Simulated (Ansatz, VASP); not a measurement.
## One calculation of TiNiC6N6, two programs

The input INCAR:

```
SYSTEM = TiNiC6N6
PREC = Accurate
ENCUT = 520
EDIFF = 1E-6
ISMEAR = 0
SIGMA = 0.1
LREAL = .FALSE.
LASPH = .TRUE.
NELM = 150
ALGO = Normal
ISIF = 2
LWAVE = .FALSE.
LCHARG = .FALSE.
ISPIN = 2
MAGMOM = 1 2 0 0 0 0 0 0 0 0 0 0 0 0
LORBIT = 11
LMAXMIX = 4
GGA = PE
NBANDS = 55
```

Contents of KPOINTS:

```
Automatic mesh
0
G
  4 4 4
  0 0 0
```

The input POSCAR:

```
TiNiC6N6
1.0
    0.0000000000      5.1155000000      5.1155000000
    5.1155000000      0.0000000000      5.1155000000
    5.1155000000      5.1155000000      0.0000000000
Ti Ni C N
1 1 6 6
Direct
    0.0000000000      0.0000000000      0.0000000000
    0.5000000000      0.5000000000      0.5000000000
    0.8105757000      0.1894243000      0.1894243000
    0.1894243000      0.8105757000      0.1894243000
    0.1894243000      0.1894243000      0.8105757000
    0.1894243000      0.8105757000      0.8105757000
    0.8105757000      0.1894243000      0.8105757000
    0.8105757000      0.8105757000      0.1894243000
    0.6962173800      0.3037826200      0.3037826200
    0.3037826200      0.6962173800      0.3037826200
    0.3037826200      0.3037826200      0.6962173800
    0.3037826200      0.6962173800      0.6962173800
    0.6962173800      0.3037826200      0.6962173800
    0.6962173800      0.6962173800      0.3037826200
```

Input for Ansatz:

```yaml
crystal:
  lattice:
    - [0.0, 5.1155, 5.1155]
    - [5.1155, 0.0, 5.1155]
    - [5.1155, 5.1155, 0.0]
  atoms:
    - { symbol: Ti, position: [0.0, 0.0, 0.0], spin: 1.0 }
    - { symbol: Ni, position: [0.5, 0.5, 0.5], spin: 2.0 }
    - { symbol: C, position: [0.8105757, 0.1894243, 0.1894243] }
    - { symbol: C, position: [0.1894243, 0.8105757, 0.1894243] }
    - { symbol: C, position: [0.1894243, 0.1894243, 0.8105757] }
    - { symbol: C, position: [0.1894243, 0.8105757, 0.8105757] }
    - { symbol: C, position: [0.8105757, 0.1894243, 0.8105757] }
    - { symbol: C, position: [0.8105757, 0.8105757, 0.1894243] }
    - { symbol: "N", position: [0.69621738, 0.30378262, 0.30378262] }
    - { symbol: "N", position: [0.30378262, 0.69621738, 0.30378262] }
    - { symbol: "N", position: [0.30378262, 0.30378262, 0.69621738] }
    - { symbol: "N", position: [0.30378262, 0.69621738, 0.69621738] }
    - { symbol: "N", position: [0.69621738, 0.30378262, 0.69621738] }
    - { symbol: "N", position: [0.69621738, 0.69621738, 0.30378262] }
basis:
  ecutwfc: 420
kpoints:
  mp_grid: { grid: [4, 4, 4] }
hamiltonian:
  xc: pbe
scf:
  occupations: { method: gaussian, width: 0.1 }
  lower_state_search: "off"
output:
  forces: true
  stress: true
  eigenvalues: true
  populations: true
magnetization:
  spin_polarized: true
```

Alike in both runs: task single point; functional PBE; k mesh 4 × 4 × 4; occupations gaussian, width 0.1 eV; collinear spin.

|  | VASP | Ansatz |
| --- | --- | --- |
| version | VASP 6.6.1 | Ansatz 0.2.0 |
| potentials or method | VASP PAW PBE potentials, release 64 (Ti_sv, Ni, C, N), cutoff 520 eV | scalar-relativistic, plane waves, PAW |
| valence electrons in the cell | 76 | 84 |

VASP gave:

| Item | Value |
| --- | --- |
| gap on the k mesh at the Fermi level (eV) | 0.93 |
| least direct gap on the mesh (eV) | 0.95 |
| pressure (GPa) | 10.0 |
| rms of the force components (eV/Å) | 1.327 |
| net moment per atom (μB) | 0.14 |
| size of the moment on the site where the two differ most (μB) | 0.07 |

Question: What did Ansatz give for the same quantities?

Answer: gap on the k mesh at the Fermi level (eV): 0.93; least direct gap on the mesh (eV): 0.94; pressure (GPa): 9.7; rms of the force components (eV/Å): 1.484; net moment per atom (μB): 0.14; size of the moment on the site where the two differ most (μB): 0.04.

Site moments also hang on the region over which each program counts them. Atom by atom the forces differ by 0.209 eV/Å (rms over components). The functional is the same, so the differences come from potentials, cutoffs and numerics. VASP's potentials hold 76 valence electrons a cell and Ansatz's 84, so a difference there can come from the potentials and not from the codes.

Noted on VASP's run: the standard files for N, O and F lose accuracy on very short bonds.
